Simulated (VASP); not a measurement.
A run of VASP 6.6.1:

File POSCAR:

```
BaO                                     
1.0
    0.0000000000      2.8066082545      2.8066082545
    2.8066082545     -0.0000000000      2.8066082545
    2.8066082545      2.8066082545     -0.0000000000
  Ba              O             
     1     1
Direct
     0.0000000000000000    0.0000000000000000    0.0000000000000000
     0.5000000000000000    0.5000000000000000    0.5000000000000000
```

The input INCAR.step1:

```
PREC = Accurate
ENCUT = 520
EDIFF = 1E-5
ISMEAR = 0
SIGMA = 0.02
LREAL = False
LASPH = True
NELM = 60
ALGO = Normal
ISIF = 2
LWAVE = True
GGA = PE
KPAR = 4
```

File INCAR.step2:

```
PREC = Accurate
ENCUT = 520
EDIFF = 1E-7
ISMEAR = 0
SIGMA = 0.02
LREAL = False
LASPH = True
NELM = 60
ALGO = Normal
ISIF = 2
LWAVE = False
LCHARG = True
GGA = PE
LHFCALC = True
HFSCREEN = 0.2
PRECFOCK = Fast
LVHAR = True
ISTART = 1
KPAR = 4
```

Contents of KPOINTS:

```
Automatic mesh
0
Gamma
  6 6 6
```

Potentials or basis: VASP PAW PBE potentials, release 64 (Ba_sv, O).

Launch:

```sh
$ cat potpaw_PBE.64/Ba_sv/POTCAR potpaw_PBE.64/O/POTCAR > POTCAR
$ cp INCAR.step1 INCAR
$ mpirun -np 4 vasp_std > vasp.out
$ cp INCAR.step2 INCAR
$ mpirun -np 4 vasp_std > vasp.out
```

Hardware: 4 MPI ranks on Intel(R) Xeon(R) 6975P-C (Granite Rapids), on a shared host.

Task: Estimate the wall time of this run.

Result: Run time: 3.3 min on 4 MPI ranks on Intel(R) Xeon(R) 6975P-C (Granite Rapids), with other jobs on the host, peak memory 0.26 GiB a rank. Counts: k points 16.
